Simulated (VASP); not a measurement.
Wanted: the native input for a VASP 6.6.1 run.

- Task: single point
- Functional: BLYP
- Potentials or basis: VASP PAW PBE potentials, release 64 (K_sv)
- Cutoff: 520 eV
- k mesh: 6 × 6 × 8
- Occupations: fermi-dirac, width 0.1 eV
- Spin: no spin polarisation
- Dipole correction: no
- Further INCAR settings: ALGO = Normal; EDIFF = 1e-06; NBANDS = 20

The structure of K lies in POSCAR:

```
K
1.0
    7.9187299662      0.0000000000      0.0000000000
   -3.9593649831      6.8578213165      0.0000000000
    0.0000000000      0.0000000000      4.7384057125
K
3
Direct
    0.0000000000      0.0000000000      1.0000000000
    0.3333333333      0.6666666667      0.5000000000
    0.6666666667      0.3333333333      0.5000000000
```

This isn't the form of K at room conditions, which is bcc.

One way to write it, as run:

INCAR

```
SYSTEM = K
PREC = Accurate ; ENCUT = 520
EDIFF = 1E-6 ; ISMEAR = -1
SIGMA = 0.1 ; LREAL = .FALSE.
LASPH = .TRUE. ; NELM = 60
ALGO = Normal ; ISIF = 2
LWAVE = .FALSE. ; LCHARG = .FALSE.
GGA = B5 ; ALDAX = 1.0
AGGAX = 1.0 ; AGGAC = 1.0
ALDAC = 0.0 ; NBANDS = 20
```

KPOINTS

```
Automatic mesh
0
G
  6 6 8
  0 0 0
```

Potentials or basis: VASP PAW PBE potentials, release 64 (K_sv).

Run with:

```console
$ cat potpaw_PBE.64/K_sv/POTCAR > POTCAR
$ mpirun -np 1 vasp_std > vasp.out
```

Results of the run:

* Pressure: -0.3 GPa
* Band gap on the k mesh: zero (an odd number of electrons rules out a gap without spin polarisation)

Caveat: the PAW data sets were made with another functional, which shifts forces and pressure a little.

Run time: 2.2 min on 1 thread of Intel(R) Xeon(R) 6975P-C (Granite Rapids), with other jobs on the host, peak memory 0.39 GiB.
